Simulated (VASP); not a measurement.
# Ta (Im-3m) in VASP: further runs

The runs below take Ta through single point, relaxation of cell and atoms, with PBE.

Everything below comes from runs of VASP 6.6.1. Logs are shortened: lines on timing, memory, paths and dates and some standing lists are left out, and cuts for length are marked.

## (1) The cell of the first run

It takes space group Im-3m (No. 229, cubic). The conventional cell has a = 3.321 Å, b = 3.321 Å, c = 3.321 Å, α = 90.00°, β = 90.00°, γ = 90.00°. Ta (site symmetry m-3m) has 14 Ta at 2.88 to 3.32 Å within 3.8 Å.

## (2) Single point, PBE

INCAR reads:

```
SYSTEM = Ta
ALGO = Normal ; EDIFF = 1E-6
ENCUT = 520 ; GGA = PE
ISIF = 2 ; ISMEAR = -1
LASPH = .TRUE. ; LCHARG = .FALSE.
LREAL = .FALSE. ; LWAVE = .FALSE.
NBANDS = 12 ; NELM = 100
PREC = Accurate ; SIGMA = 0.1
```

KPOINTS reads:

```
k-points
0
G
  7 7 7
  0 0 0
```

POSCAR reads:

```
Ta
1.0
   -1.6607181511      1.6607181511      1.6607181511
    1.6607181511     -1.6607181511      1.6607181511
    1.6607181511      1.6607181511     -1.6607181511
Ta
1
Direct
    0.0000000000      0.0000000000      0.0000000000
```

Potentials or basis: VASP PAW PBE potentials, release 64 (Ta_pv).

Launch:

```bash
> cat potpaw_PBE.64/Ta_pv/POTCAR > POTCAR
> mpirun -np 1 vasp_std > vasp.out
```

OUTCAR:

```text
SYSTEM = Ta
   EDIFF = 1E-6
   ENCUT = 520
   GGA = PE
   ISIF = 2
   ISMEAR = -1
   LASPH = .TRUE.
   LREAL = .FALSE.
   NELM = 100
   PREC = Accurate

 ion  position               nearest neighbor table
   1  0.000  0.000  0.000-

  LATTYP: Found a body centered cubic cell.
 ALAT       =     3.3214363022

  Lattice vectors:

 A1 = (  -1.6607181511,   1.6607181511,   1.6607181511)
 A2 = (   1.6607181511,  -1.6607181511,   1.6607181511)
 A3 = (   1.6607181511,   1.6607181511,  -1.6607181511)

Analysis of symmetry for initial positions (statically):
=====================================================================
 Subroutine PRICEL returns:
 Original cell was already a primitive cell.

 Routine SETGRP: Setting up the symmetry group for a
 body centered cubic supercell.

 Subroutine GETGRP returns: Found 48 space group operations
 (whereof 48 operations were pure point group operations)
 out of a pool of 48 trial point group operations.

The static configuration has the point symmetry O_h .

Analysis of symmetry for dynamics (positions and initial velocities):
=====================================================================
 Subroutine PRICEL returns:
 Original cell was already a primitive cell.

 Routine SETGRP: Setting up the symmetry group for a
 body centered cubic supercell.

 Subroutine GETGRP returns: Found 48 space group operations
 (whereof 48 operations were pure point group operations)
 out of a pool of 48 trial point group operations.

The dynamic configuration has the point symmetry O_h .

 Subroutine INISYM returns: Found 48 space group operations
 (whereof 48 operations are pure point group operations),
 and found     1 'primitive' translations

----------------------------------------------------------------------------------------

                                     Primitive cell

  volume of cell :      18.3209

  direct lattice vectors                    reciprocal lattice vectors
    -1.660718151  1.660718151  1.660718151     0.000000000  0.301074568  0.301074568
     1.660718151 -1.660718151  1.660718151     0.301074568  0.000000000  0.301074568
     1.660718151  1.660718151 -1.660718151     0.301074568  0.301074568  0.000000000

  length of vectors
     2.876448215  2.876448215  2.876448215     0.425783737  0.425783737  0.425783737

  position of ions in fractional coordinates (direct lattice)
     0.000000000  0.000000000  0.000000000

  ion indices of the primitive-cell ions
   primitive index   ion index
                 1           1

----------------------------------------------------------------------------------------

 KPOINTS: k-points

Automatic generation of k-mesh.
 Grid dimensions read from file:
 generate k-points for:    7    7    7

 Generating k-lattice:

  Cartesian coordinates                     Fractional coordinates (reciprocal lattice)
     0.000000000  0.043010653  0.043010653     0.142857143  0.000000000  0.000000000
     0.043010653  0.000000000  0.043010653     0.000000000  0.142857143  0.000000000
     0.043010653  0.043010653  0.000000000     0.000000000  0.000000000  0.142857143

  Length of vectors
     0.060826248  0.060826248  0.060826248

  Shift w.r.t. Gamma in fractional coordinates (k-lattice)
     0.000000000  0.000000000  0.000000000

 Subroutine IBZKPT returns following result:
 ===========================================

 Found     20 irreducible k-points:

 Following reciprocal coordinates:
            Coordinates               Weight
  0.000000  0.000000  0.000000      1.000000
  0.142857  0.000000  0.000000     12.000000
  0.285714  0.000000  0.000000     12.000000
  0.428571  0.000000  0.000000     12.000000
  0.142857  0.142857  0.000000     24.000000
  0.285714  0.142857  0.000000     48.000000
[... 12 lines left out ...]
 -0.428571 -0.428571  0.285714      8.000000
 -0.428571  0.428571  0.428571      6.000000
   k-points           NKPTS =     20   k-points in BZ     NKDIM =     20   number of bands    NBANDS=     12
   number of dos      NEDOS =    301   number of ions     NIONS =      1
   total plane-waves  NPLWV =  13824
   dimension x,y,z NGX =    24 NGY =   24 NGZ =   24
   dimension x,y,z NGXF=    48 NGYF=   48 NGZF=   48
   ions per type =               1
   NGX,Y,Z   is equivalent  to a cutoff of  13.87, 13.87, 13.87 a.u.
   NGXF,Y,Z  is equivalent  to a cutoff of  27.74, 27.74, 27.74 a.u.
 SYSTEM =  Ta
   PREC   = accura    normal or accurate (medium, high low for compatibility)
   ISTART =      0    job   : 0-new  1-cont  2-samecut
   ICHARG =      2    charge: 1-file 2-atom 10-const
   ISPIN  =      1    spin polarized calculation?
   LNONCOLLINEAR =      F non collinear calculations
   LSORBIT =      F    spin-orbit coupling
   LASPH  =      T    aspherical Exc in radial PAW
   ENCUT  =  520.0 eV  38.22 Ry    6.18 a.u.   5.35  5.35  5.35*2*pi/ulx,y,z
   NELM   =    100;   NELMIN=  2; NELMDL= -5     # of ELM steps
   EDIFF  = 0.1E-05   stopping-criterion for ELM
   LREAL  =      F    real-space projection
   EDIFFG = 0.1E-04   stopping-criterion for IOM
   NSW    =      0    number of steps for IOM
   IBRION =     -1    ionic relax: 0-MD 1-quasi-New 2-CG
   NFREE  =      0    steps in history (QN), initial steepest desc. (CG)
   ISIF   =      2    stress and relaxation
   ISYM   =      2    0-nonsym 1-usesym 2-fastsym
   POTIM  = 0.5000    time-step for ionic-motion
   TEBEG  =    0.0;   TEEND  =   0.0 temperature during run
   PSTRESS=    0.0 pullay stress
   NELECT =      11.0000    total number of electrons
   NUPDOWN=      -1.0000    fix difference up-down
   EMIN   =  10.00;   EMAX   =-10.00  energy-range for DOS
   EFERMI =   0.00;   METHOD = LEGACY
   ISMEAR =    -1;   SIGMA  =   0.10  broadening in eV -4-tet -1-fermi 0-gaus
   EFERMI_NEDOS =   21; number of points for ismear=-14 and -15
   IALGO  =     38    algorithm
   IMIX   =      4    mixing-type and parameters
     AMIX     =   0.40;   BMIX     =  1.00
     AMIX_MAG =   1.60;   BMIX_MAG =  1.00
  volume/ion in A,a.u.               =      18.32       123.64
  Fermi-wavevector in a.u.,A,eV,Ry     =   1.381094  2.609889 25.952020  1.907420
  Thomas-Fermi vector in A             =   2.505910
   LORBIT       =      0    0 simple, 1 ext, 2 COOP (PROOUT), +10 PAW based schemes
   GGA     = PE    functional components
   LHFCALC =     F    Hartree Fock is set to
   AEXX    =    0.0000 exact exchange contribution
   IVDW    =     0    specifies the selected vdW correction
   LEPSILON=     F    determine dielectric tensor
   LRPA    =     F    only Hartree local field effects (RPA)
 non-spin polarized calculation
  energy-cutoff  :      520.00
  volume of cell :       18.32
 maximum number of plane-waves:       531
 NGX is ok and might be reduce to    24
   NGX = 11   NGY = 11   NGZ = 11

 number of electron      11.0000000 magnetization

 Free energy of the ion-electron system (eV)
  ---------------------------------------------------
  ext. energy  EPLUGINS =         0.00000000
  ---------------------------------------------------
  free energy    TOTEN  =       -11.85570848 eV

  energy without entropy =      -11.81944389  energy(sigma->0) =      -11.83757618

 E-fermi :   5.2457     XC(G=0): -12.5343

 val. band max:        5.1900942785   @ k =   0.2857   0.0000   0.0000
 cond. band min:       5.3796535697   @ k =  -0.2857   0.2857   0.1429
 fundamental gap:      0.1895592912
 Fermi energy:         5.2457006130

 k-point     1 :       0.0000    0.0000    0.0000
  band No.  band energies     occupation
      1     -27.8099      2.00000
      2     -27.8099      2.00000
      3     -27.8099      2.00000
      4      -2.5009      2.00000
      5       6.0731      0.00051
      6       6.0731      0.00051
      7       6.0731      0.00051
      8       9.2874      0.00000
      9       9.2874      0.00000
     10      19.9580      0.00000
     11      20.2821      0.00000
     12      20.2821      0.00000

 k-point     2 :       0.1429    0.0000    0.0000
  band No.  band energies     occupation
      1     -28.0331      2.00000
      2     -27.8795      2.00000
      3     -27.8110      2.00000
      4      -1.6473      2.00000
      5       5.5531      0.08840
      6       5.8264      0.00600
      7       6.9351      0.00000
      8       8.6927      0.00000
      9       9.3106      0.00000
     10      19.9574      0.00000
     11      20.8875      0.00000
     12      21.7863      0.00000

 k-point     3 :       0.2857    0.0000    0.0000
  band No.  band energies     occupation
      1     -28.5085      2.00000
      2     -28.0326      2.00000
      3     -27.8136      2.00000
      4       0.2123      2.00000
      5       4.5829      1.99736
      6       5.1901      1.27108
      7       8.8473      0.00000
      8       9.3269      0.00000
      9       9.5674      0.00000
     10      19.8103      0.00000
     11      19.9464      0.00000
     12      20.9315      0.00000

 k-point     4 :       0.4286    0.0000    0.0000
  band No.  band energies     occupation
      1     -28.8669      2.00000
      2     -28.1523      2.00000
      3     -27.8159      2.00000
      4       1.0233      2.00000
      5       3.9360      2.00000
      6       6.3458      0.00003
      7       9.2262      0.00000
      8      10.0571      0.00000
      9      12.3078      0.00000
     10      17.3828      0.00000
     11      17.5735      0.00000
     12      19.9666      0.00000

 k-point     5 :       0.1429    0.1429    0.0000
  band No.  band energies     occupation
      1     -28.3586      2.00000
      2     -27.9649      2.00000
      3     -27.8623      2.00000
      4      -0.1961      2.00000
      5       4.9712      1.87927
      6       5.0159      1.81744
      7       8.2753      0.00000
      8       8.7324      0.00000
      9       9.7631      0.00000
     10      19.9535      0.00000
     11      21.2103      0.00000
     12      21.9086      0.00000
[... 168 lines left out ...]
      1     -28.4815      2.00000
      2     -28.2771      2.00000
      3     -28.2771      2.00000
      4       2.2774      2.00000
      5       3.7406      2.00000
      6       7.0374      0.00000
      7       7.0374      0.00000
      8       9.1403      0.00000
      9      10.0802      0.00000
     10      19.9377      0.00000
     11      20.3154      0.00000
     12      22.9047      0.00000

 k-point    18 :      -0.4286    0.4286    0.2857
  band No.  band energies     occupation
      1     -28.6798      2.00000
      2     -28.4082      2.00000
      3     -28.3023      2.00000
      4       2.5563      2.00000
      5       2.9945      2.00000
      6       7.2266      0.00000
      7       7.4889      0.00000
      8      11.6372      0.00000
      9      11.9487      0.00000
     10      17.5360      0.00000
     11      19.3149      0.00000
     12      19.9606      0.00000

 k-point    19 :      -0.4286   -0.4286    0.2857
  band No.  band energies     occupation
      1     -28.6064      2.00000
      2     -28.6064      2.00000
      3     -28.3307      2.00000
      4       2.4596      2.00000
      5       2.4596      2.00000
      6       6.9371      0.00000
      7      10.4918      0.00000
      8      10.4918      0.00000
      9      15.2165      0.00000
     10      15.8951      0.00000
     11      15.8951      0.00000
     12      19.9576      0.00000

 k-point    20 :      -0.4286    0.4286    0.4286
  band No.  band energies     occupation
      1     -28.5846      2.00000
      2     -28.5450      2.00000
      3     -28.5450      2.00000
      4       1.8836      2.00000
      5       1.9639      2.00000
      6      10.2720      0.00000
      7      10.2720      0.00000
      8      11.5859      0.00000
      9      12.5441      0.00000
     10      16.1003      0.00000
     11      16.1003      0.00000
     12      19.9417      0.00000

------------------------ aborting loop because EDIFF is reached ----------------------------------------

  FORCE on cell =-STRESS in cart. coord.  units (eV):
  Direction    XX          YY          ZZ          XY          YZ          ZX
  --------------------------------------------------------------------------------------
  -------------------------------------------------------------------------------------
  Total        0.0139862      0.0139862      0.0139862     -0.0000000      0.0000000     -0.0000000
  in kB        1.2230992      1.2230992      1.2230992     -0.0000000      0.0000000     -0.0000000
  external PRESSURE =       1.2230992 kB  Pullay stress =       0.0000000 kB

 VOLUME and BASIS-vectors are now :
 -----------------------------------------------------------------------------
  energy-cutoff  :      520.00
  volume of cell :       18.32
      direct lattice vectors                 reciprocal lattice vectors
    -1.660718151  1.660718151  1.660718151     0.000000000  0.301074568  0.301074568
     1.660718151 -1.660718151  1.660718151     0.301074568  0.000000000  0.301074568
     1.660718151  1.660718151 -1.660718151     0.301074568  0.301074568  0.000000000

 POSITION                                       TOTAL-FORCE (eV/Angst)
 -----------------------------------------------------------------------------------
      0.00000      0.00000      0.00000        -0.000000      0.000000     -0.000000
 -----------------------------------------------------------------------------------
    total drift:                                0.000000      0.000000      0.000000

  FREE ENERGIE OF THE ION-ELECTRON SYSTEM (eV)
  ---------------------------------------------------
  free  energy   TOTEN  =       -11.8557084817 eV

  energy  without entropy=      -11.8194438883  energy(sigma->0) =      -11.83757618
```

It took 3.8 s on 1 thread of AMD EPYC 7R13 (Zen 3), shared host; peak memory 0.11 GiB.

What came out:

| Item | Value |
| --- | --- |
| Free energy | -11.8557 eV |
| Pressure | 0.1 GPa |

Caveat: the k points lie up to 0.38 Å⁻¹ apart; spin-orbit coupling is left out, which moves the levels of the heavy elements.

## (3) Single point, PBE

INCAR reads:

```
PREC = Accurate
ENCUT = 520
EDIFF = 1E-6
ISMEAR = -1
SIGMA = 0.1
LREAL = F
LASPH = T
NELM = 100
ALGO = Normal
ISIF = 2
LWAVE = F
LCHARG = F
GGA = PE
NBANDS = 12
```

KPOINTS reads:

```
Automatic mesh
0
Gamma
  13 13 13
```

POSCAR reads:

```
Ta
1.0
   -1.6607181506      1.6607181506      1.6607181506
    1.6607181506     -1.6607181506      1.6607181506
    1.6607181506      1.6607181506     -1.6607181506
Ta
1
Direct
    0.0000000000      0.0000000000      0.0000000000
```

Potentials or basis: VASP PAW PBE potentials, release 64 (Ta_pv).

Launch:

```bash
> cat potpaw_PBE.64/Ta_pv/POTCAR > POTCAR
> mpirun -np 1 vasp_std > vasp.out
```

It took 7.9 s on 1 thread of Intel Xeon 6975P-C, shared host; peak memory 0.15 GiB.

Results (log left out):

| Item | Value |
| --- | --- |
| Free energy | -11.8358 eV |
| Pressure | 0.1 GPa |

Levels at points of the mesh, in eV from the Fermi level:
| k point | band 2 | band 3 | band 4 | band 5 | band 6 | band 7 | band 8 | band 9 |
| --- | --- | --- | --- | --- | --- | --- | --- | --- |
| (0.00, 0.00, 0.00) | -33.14 | -33.14 | -7.85 | 0.73 | 0.73 | 0.73 | 3.95 | 3.95 |

Caveat: spin-orbit coupling is left out, which moves the levels of the heavy elements.

## (4) Relaxation of cell and atoms, PBE

This run uses another cell than the first one, of 18.06 Å³/atom, 0.986 times its volume.

INCAR reads:

```
PREC     = Accurate       # precision mode
ENCUT    = 600            # plane-wave cutoff, eV
EDIFF    = 1E-6           # SCF threshold, eV
ISMEAR   = -1             # smearing method
SIGMA    = 0.1            # smearing width, eV
LREAL    = False          # projectors in reciprocal space
LASPH    = True           # aspherical terms in the spheres
NELM     = 80             # most SCF steps
ALGO     = Normal         # electronic algorithm
ISIF     = 3              # what is computed and relaxed
LWAVE    = False          # write WAVECAR
LCHARG   = False          # write CHGCAR
GGA      = PE             # functional
IBRION   = 2              # ionic algorithm
NSW      = 80             # ionic steps
EDIFFG   = -0.01          # ionic threshold
```

KPOINTS is that of step 3.

POSCAR reads:

```
Ta
1.0
   -1.6529000000      1.6529000000      1.6529000000
    1.6529000000     -1.6529000000      1.6529000000
    1.6529000000      1.6529000000     -1.6529000000
Ta
1
Direct
    0.0000000000      0.0000000000      0.0000000000
```

Launch:

```bash
> cat potpaw_PBE.64/Ta_pv/POTCAR > POTCAR
> mpirun -np 1 vasp_std > vasp.out
```

Run time: 14 s. Hardware: 1 thread of Intel Xeon 6975P-C, shared host; peak memory 0.16 GiB.

The run converged. Its results:

```yaml
Free_energy: -11.8360 eV
Relaxed_volume: 18.33 Å³/atom
Relaxed_cell: a = 2.877 Å, b = 2.877 Å, c = 2.877 Å, α = 109.47°, β = 109.47°, γ = 109.47°
Space_group_after_relaxing_to_0.05_Å: Im-3m (No. 229)
Energy_gained_by_relaxing: 2.5 meV/atom
Ionic_steps: 3
Pressure_after_relaxing: 0.0 GPa
```

The path:
```csv
step,energy change (eV),largest force (eV/Å),pressure (GPa),volume (Å³)
1,0.0000,0.0000,3.00,18.06
2,0.0102,0.0000,-6.26,18.96
3,-0.0025,0.0000,-0.02,18.33
```

Final structure:
```xyz
1
Lattice="-1.6611 1.6611 1.6611 1.6611 -1.6611 1.6611 1.6611 1.6611 -1.6611" Properties=species:S:1:pos:R:3 pbc="T T T"
Ta    0.0000    0.0000    0.0000
```

Levels at points of the mesh, in eV from the Fermi level:
| k point | band 2 | band 3 | band 4 | band 5 | band 6 | band 7 | band 8 | band 9 |
| --- | --- | --- | --- | --- | --- | --- | --- | --- |
| (0.00, 0.00, 0.00) | -33.14 | -33.14 | -7.85 | 0.73 | 0.73 | 0.73 | 3.94 | 3.94 |

Caveat: spin-orbit coupling is left out, which moves the levels of the heavy elements.

## (5) Single point, PBE (volume scaled by 0.88)

INCAR reads:

```
PREC = Accurate
ENCUT = 520
EDIFF = 1E-6
ISMEAR = -1
SIGMA = 0.1
LREAL = F
LASPH = T
NELM = 60
ALGO = Normal
ISIF = 2
LWAVE = F
LCHARG = T
GGA = PE
LELF = T
LVHAR = T
NBANDS = 12
```

KPOINTS reads:

```
Automatic mesh
0
Gamma
  22 22 22
```

POSCAR reads:

```
Ta
1.0
   -1.5914395848      1.5914395848      1.5914395848
    1.5914395848     -1.5914395848      1.5914395848
    1.5914395848      1.5914395848     -1.5914395848
Ta
1
Direct
    0.0000000000      0.0000000000      0.0000000000
```

Launch:

```bash
> cat potpaw_PBE.64/Ta_pv/POTCAR > POTCAR
> mpirun -np 1 vasp_std > vasp.out
```

It took 25 s on 1 thread of Intel Xeon 6975P-C, shared host; peak memory 0.19 GiB.

The run converged. Its results:

| Property | Result |
| --- | --- |
| Free energy | -11.6388 eV |
| Pressure | 31.5 GPa |

Levels at points of the mesh, in eV from the Fermi level:
| k point | band 2 | band 3 | band 4 | band 5 | band 6 | band 7 | band 8 | band 9 | band 10 | band 11 |
| --- | --- | --- | --- | --- | --- | --- | --- | --- | --- | --- |
| (0.00, 0.00, 0.00) | -32.63 | -32.63 | -8.34 | 0.71 | 0.71 | 0.71 | 4.39 | 4.39 | 15.53 | 15.53 |
| (0.50, 0.00, 0.00) | -33.16 | -32.65 | -4.91 | -1.91 | 2.17 | 4.36 | 5.52 | 8.94 | 12.45 | 13.63 |
| (0.50, 0.50, 0.50) | -33.78 | -33.78 | -4.53 | -4.53 | 7.78 | 7.78 | 7.78 | 9.74 | 9.74 | 9.74 |

Caveat: the cell differs from its parent crystal (volume scaled by 0.88); spin-orbit coupling is left out, which moves the levels of the heavy elements.

## (6) The runs side by side

```csv
task,cell,k mesh,cutoff (eV),gap on the mesh (eV),pressure (GPa)
single point,"a = 2.876 Å, angles 109.5°, 1 atom",7 × 7 × 7,520,none,0.1
single point,"a = 2.876 Å, angles 109.5°, 1 atom",13 × 13 × 13,520,none,0.1
relaxation of cell and atoms,"relaxed from a = 2.863 Å, angles 109.5°, 1 atom",13 × 13 × 13,600,none,0.0
single point,"a = 2.756 Å, angles 109.5°, 1 atom",22 × 22 × 22,520,none,31.5
```

Alike in all rows: level PBE; potentials or basis VASP PAW PBE potentials, release 64 (Ta_pv); no spin polarisation; smearing fermi-dirac 0.1 eV.

Caveats: some runs use coarse meshes; spin-orbit coupling is left out, which moves the levels of the heavy elements.

Absolute energies hang on the potentials; compare differences alone.
